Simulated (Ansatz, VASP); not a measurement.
# Two plane-wave programs on Cu

```
CELL_PARAMETERS angstrom
-1.47564 1.47564 1.47564
1.47564 -1.47564 1.47564
1.47564 1.47564 -1.47564
ATOMIC_POSITIONS crystal
Cu 0.00000 0.00000 0.00000
```

Alike in both runs: task single point; functional r2SCAN; k mesh 17 × 17 × 17; occupations fermi-dirac, width 0.1 eV; no spin polarisation.

|  | VASP | Ansatz |
| --- | --- | --- |
| version | VASP 6.6.1 | Ansatz 0.2.0 |
| potentials or method | VASP PAW PBE potentials, release 64 (Cu), cutoff 520 eV | plane waves (500 eV) with PAW, scalar-relativistic |
| valence electrons in the cell | 11 | 19 |

```csv
,VASP,Ansatz,Ansatz less VASP
pressure (GPa),-13.1,-13.6,-0.52
```

VASP's potentials were made for PBE, not for r2SCAN. VASP's potentials hold 11 valence electrons a cell and Ansatz's 19, so a difference there can come from the potentials and not from the codes.
